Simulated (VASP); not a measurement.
A run of VASP 6.6.1:

The input INCAR:

```
SYSTEM = ZrHg
PREC = Accurate
ENCUT = 520
EDIFF = 1E-6
ISMEAR = 0
SIGMA = 0.1
LREAL = .FALSE.
LASPH = .TRUE.
NELM = 100
ALGO = Normal
ISIF = 2
LWAVE = .FALSE.
LCHARG = .FALSE.
GGA = CA
NBANDS = 19
```

Contents of KPOINTS:

```
Automatic mesh
0
G
  14 14 10
  0 0 0
```

The input POSCAR:

```
ZrHg
1.0
    3.0705149316      0.0000000000      0.0000000000
    0.0000000000      3.0705149316      0.0000000000
    0.0000000000      0.0000000000      4.2214881731
Zr Hg
1 1
Direct
    0.5000000000      0.5000000000      0.5000000000
    0.0000000000      0.0000000000      0.0000000000
```

Potentials or basis: VASP PAW LDA potentials, release 64 (Zr_sv, Hg).

Command:

```sh
$ cat potpaw_LDA.64/Zr_sv/POTCAR potpaw_LDA.64/Hg/POTCAR > POTCAR
$ mpirun -np 1 vasp_std > vasp.out
```

Hardware: 1 thread of Intel(R) Xeon(R) 6975P-C (Granite Rapids) (shared host).

Estimate the wall time of this run.

Run time: 32 s on 1 thread of Intel(R) Xeon(R) 6975P-C (Granite Rapids), on a shared host, peak memory 0.27 GiB. Counts: scf iterations 12, k points 216.
